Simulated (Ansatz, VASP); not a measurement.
Si2W: VASP beside Ansatz

File INCAR:

```
PREC = Accurate ; ENCUT = 520
EDIFF = 1E-7 ; ISMEAR = 0
SIGMA = 0.03 ; LREAL = F
LASPH = T ; NELM = 60
ALGO = Normal ; ISIF = 2
LWAVE = F ; LCHARG = T
GGA = PE ; LELF = T
LVHAR = T ; NBANDS = 43
```

KPOINTS

```
regular mesh
0
Gamma
  9 9 6
```

Contents of POSCAR:

```
Si2W
1.0
    4.5199185558      0.0000000000      0.0000000000
   -2.2599592779      3.9143642923      0.0000000000
    0.0000000000      0.0000000000      6.9276791704
Si W
6 3
Direct
    0.8425991990      0.6851983979      0.5000000000
    0.1574008010      0.8425991990      0.8333333333
    0.6851983979      0.8425991990      0.1666666667
    0.1574008010      0.3148016021      0.5000000000
    0.8425991990      0.1574008010      0.8333333333
    0.3148016021      0.1574008010      0.1666666667
    0.0000000000      0.5000000000      0.1666666667
    0.5000000000      0.5000000000      0.8333333333
    0.5000000000      0.0000000000      0.5000000000
```

Input for Ansatz:

```yaml
crystal:
  lattice:
    - [4.5199185558, 0.0, 0.0]
    - [-2.2599592779, 3.9143642923, 0.0]
    - [0.0, 0.0, 6.9276791704]
  atoms:
    - { symbol: Si, position: [0.842599199, 0.6851983979, 0.5] }
    - { symbol: Si, position: [0.157400801, 0.842599199, 0.8333333333] }
    - { symbol: Si, position: [0.6851983979, 0.842599199, 0.1666666667] }
    - { symbol: Si, position: [0.157400801, 0.3148016021, 0.5] }
    - { symbol: Si, position: [0.842599199, 0.157400801, 0.8333333333] }
    - { symbol: Si, position: [0.3148016021, 0.157400801, 0.1666666667] }
    - { symbol: W, position: [0.0, 0.5, 0.1666666667] }
    - { symbol: W, position: [0.5, 0.5, 0.8333333333] }
    - { symbol: W, position: [0.5, 0.0, 0.5] }
basis:
  ecutwfc: 420
kpoints:
  mp_grid: { grid: [9, 9, 6] }
hamiltonian:
  xc: pbe
  pseudopotentials: { kind: paw, azcp: { folder: soft_1 } }
scf:
  occupations: { method: gaussian, width: 0.03 }
output:
  forces: true
  stress: true
  eigenvalues: true
```

Alike in both runs: task single point; functional PBE; k mesh 9 × 9 × 6; occupations gaussian, width 0.03 eV; no spin polarisation.

```csv
,VASP,Ansatz
version,VASP 6.6.1,Ansatz 0.2.0
potentials or method,"VASP PAW PBE potentials, release 64 (Si, W_sv), cutoff 520 eV","scalar-relativistic, plane waves, PAW"
valence electrons in the cell,66,66
```

VASP gave:

```
gap on the k mesh at the Fermi level (eV)                     : 0.26
least direct gap on the mesh (eV)                             : 0.86
pressure (GPa)                                                : 0.9
traceless stress, the component that is largest in VASP (GPa) : -10.62
rms of the force components (eV/Å)                            : 0.501
```

What did Ansatz give for the same quantities?

gap on the k mesh at the Fermi level (eV): 0.26; least direct gap on the mesh (eV): 0.86; pressure (GPa): 0.8; traceless stress, the component that is largest in VASP (GPa): -10.61; rms of the force components (eV/Å): 0.503.

Atom by atom the forces differ by 0.002 eV/Å (rms over components). The functional is the same, so the differences come from potentials, cutoffs and numerics.

Neither program's run includes spin-orbit coupling.
